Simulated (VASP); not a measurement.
B2P3, 5 atoms in the cell. It takes space group Pmmm (No. 47, orthorhombic). Conventional cell: a = 2.927 Å, b = 2.927 Å, c = 6.694 Å, α = 90.00°, β = 90.00°, γ = 90.00°. B (site symmetry mm2) has 6 P at 2.13 to 2.22 Å within 2.8 Å. Within 3.0 Å of P (site symmetry mmm) lie 4 B at 2.22 Å and 8 P at 2.64 to 2.93 Å. P (site symmetry mm2) has 4 B at 2.13 Å and 3 P at 2.31 to 2.64 Å within 2.8 Å. The cell was built from a structure type or drawn by symmetry, and may not be a known phase.

- Program: VASP 6.6.1
- Task: single point
- Functional: PBE
- Potentials or basis: VASP PAW PBE potentials, release 64 (B, P)
- Cutoff: 500 eV
- k mesh: 5 × 4 × 3
- Occupations: gaussian, width 0.2 eV
- Spin: no spin polarisation
- Dipole correction: no
- Further INCAR settings: ALGO = Normal; EDIFF = 1e-06; NBANDS = 18

Potentials or basis: VASP PAW PBE potentials, release 64 (B, P).

Launch:

```console
$ cat potpaw_PBE.64/B/POTCAR potpaw_PBE.64/P/POTCAR > POTCAR
$ mpirun -np 1 vasp_std > vasp.out
```

Hardware: 1 thread of Intel Xeon 8259CL (shared host).

Q: How long does it take, and how much memory?

A: Run time: 21 s on 1 thread of Intel Xeon 8259CL, on a shared host, peak memory 0.17 GiB. Counts: scf iterations 13, k points 18.
